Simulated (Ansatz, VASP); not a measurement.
This is a calculation of TiAl3 for Ansatz 0.2.0.

input.yaml

```yaml
crystal:
  lattice:
    - [-1.8982801649, 1.8982801649, 4.2519386083]
    - [1.8982801649, -1.8982801649, 4.2519386083]
    - [1.8982801649, 1.8982801649, -4.2519386083]
  atoms:
    - { symbol: Ti, position: [0.0, 0.0, 0.0] }
    - { symbol: Al, position: [0.25, 0.75, 0.5] }
    - { symbol: Al, position: [0.75, 0.25, 0.5] }
    - { symbol: Al, position: [0.5, 0.5, 0.0] }
hamiltonian:
  xc: r2scan
  pseudopotentials: { kind: paw }
kpoints:
  mp_grid: { grid: [10, 10, 10] }
scf:
  occupations: { method: fermi_dirac, width: 0.05 }
output:
  forces: true
  stress: true
  eigenvalues: true
```

Potentials or basis: Ansatz PAW.

Launch:

```bash
$ ansatz run input.yaml --threads 2 --pin off --max-ram 5632MiB --backend cpu --events-out ev --progress --plain --runs-dir out
```

Task: Translate it to VASP 6.6.1. Potentials there: VASP PAW PBE potentials, release 64 (Ti_sv, Al).

Result: As run (the cutoff follows the program's own potentials):

The input POSCAR:

```
TiAl3
1.0
   -1.8982801649      1.8982801649      4.2519386083
    1.8982801649     -1.8982801649      4.2519386083
    1.8982801649      1.8982801649     -4.2519386083
Ti Al
1 3
Direct
    0.0000000000      0.0000000000      0.0000000000
    0.2500000000      0.7500000000      0.5000000000
    0.7500000000      0.2500000000      0.5000000000
    0.5000000000      0.5000000000      0.0000000000
```

File INCAR.step1:

```
ALGO     = Normal         # electronic algorithm
EDIFF    = 1E-4           # SCF threshold, eV
ENCUT    = 520            # plane-wave cutoff, eV
GGA      = PE             # functional
ISMEAR   = -1             # smearing method
LASPH    = T              # aspherical terms in the spheres
LCHARG   = F              # write CHGCAR
LREAL    = F              # projectors in reciprocal space
LWAVE    = T              # write WAVECAR
NBANDS   = 18             # bands
NELM     = 100            # most SCF steps
PREC     = Accurate       # precision mode
SIGMA    = 0.05           # smearing width, eV
```

File INCAR.step2:

```
ALGO     = Normal         # electronic algorithm
EDIFF    = 1E-6           # SCF threshold, eV
ENCUT    = 520            # plane-wave cutoff, eV
ISIF     = 2              # what is computed and relaxed
ISMEAR   = -1             # smearing method
ISTART   = 1            
LASPH    = T              # aspherical terms in the spheres
LCHARG   = F              # write CHGCAR
LMIXTAU  = T            
LREAL    = F              # projectors in reciprocal space
LWAVE    = F              # write WAVECAR
METAGGA  = R2SCAN         # meta-GGA
NBANDS   = 18             # bands
NELM     = 100            # most SCF steps
PREC     = Accurate       # precision mode
SIGMA    = 0.05           # smearing width, eV
```

Contents of KPOINTS:

```
k-points
0
Gamma
  10 10 10
```

Potentials or basis: VASP PAW PBE potentials, release 64 (Ti_sv, Al).

The run is started by

```console
$ cat potpaw_PBE.64/Ti_sv/POTCAR potpaw_PBE.64/Al/POTCAR > POTCAR
$ cp INCAR.step1 INCAR
$ mpirun -np 1 vasp_std > vasp.out
$ cp INCAR.step2 INCAR
$ mpirun -np 1 vasp_std > vasp.out
```

Both were run:

|  | VASP | Ansatz | Ansatz less VASP |
| --- | --- | --- | --- |
| gap on the k mesh at the Fermi level (eV) | none | none | - |
| pressure (GPa) | 2.4 | 2.5 | +0.10 |
| traceless stress, the component that is largest in VASP (GPa) | -0.27 | -0.29 | -0.015 |

VASP's potentials were made for PBE, not for r2SCAN. A gap of «none» marks a metal or a gap that the smearing closes.
